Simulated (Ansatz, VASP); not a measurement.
**One calculation of SnS2, two programs**

The input POSCAR:

```
SnS2
1.0
    3.6607548086      0.0000000000      0.0000000000
   -1.8303774043      3.1703066613      0.0000000000
    0.0000000000      0.0000000000      5.9617808839
Sn S
1 2
Direct
    0.0000000000      0.0000000000      0.0000000000
    0.3333333333      0.6666666667      0.2455905344
    0.6666666667      0.3333333333      0.7544094656
```

Contents of INCAR.step1:

```
SYSTEM = SnS2
PREC = Accurate ; ENCUT = 400
EDIFF = 1E-5 ; ISMEAR = 0
SIGMA = 0.01 ; LREAL = .FALSE.
LASPH = .TRUE. ; NELM = 120
ALGO = Normal ; ISIF = 2
LWAVE = .TRUE. ; LCHARG = .FALSE.
NBANDS = 20 ; GGA = PE
GGA_COMPAT = .FALSE.
```

INCAR.step2

```
SYSTEM = SnS2
PREC = Accurate ; ENCUT = 400
EDIFF = 1E-6 ; ISMEAR = 0
SIGMA = 0.01 ; LREAL = .FALSE.
LASPH = .TRUE. ; NELM = 120
ALGO = Normal ; ISIF = 2
LWAVE = .FALSE. ; LCHARG = .FALSE.
GGA = PE ; LHFCALC = .TRUE.
HFSCREEN = 0.2079 ; PRECFOCK = Normal
NBANDS = 20 ; ISTART = 1
GGA_COMPAT = .FALSE.
```

KPOINTS

```
Automatic mesh
0
G
  6 6 2
  0 0 0
```

Input for Ansatz:

```yaml
crystal:
  lattice:
    - [3.6607548086, 0.0, 0.0]
    - [-1.8303774043, 3.1703066613, 0.0]
    - [0.0, 0.0, 5.9617808839]
  atoms:
    - { symbol: Sn, position: [0.0, 0.0, 0.0] }
    - { symbol: S, position: [0.3333333333, 0.6666666667, 0.2455905344] }
    - { symbol: S, position: [0.6666666667, 0.3333333333, 0.7544094656] }
kpoints:
  mp_grid: { grid: [6, 6, 2] }
hamiltonian:
  xc: hse06
scf:
  occupations: { method: fixed }
  n_extra_bands: 4
output:
  forces: true
  stress: true
  eigenvalues: true
```

Alike in both runs: task single point; functional HSE06; k mesh 6 × 6 × 2; no spin polarisation.

```csv
,VASP,Ansatz
version,VASP 6.6.1,Ansatz 0.2.0
potentials or method,"VASP PAW PBE potentials, release 64 (Sn_d, S)","plane waves, PAW"
plane-wave cutoff (eV),400,420
occupations,"gaussian, width 0.01 eV",fixed
valence electrons in the cell,26,26
```

VASP gave:

| Property | Result |
| --- | --- |
| gap on the k mesh at the Fermi level (eV) | 2.43 |
| pressure (GPa) | -0.3 |
| rms of the force components (eV/Å) | 0.125 |

Q: What did Ansatz give for the same quantities?

A: gap on the k mesh at the Fermi level (eV): 2.42; pressure (GPa): -0.1; rms of the force components (eV/Å): 0.120.

Atom by atom the forces differ by 0.005 eV/Å (rms over components). Ansatz's warnings: stress exchange threshold loose, stress scf threshold loose.

The k mesh is coarse, so the values compare programs but aren't converged.
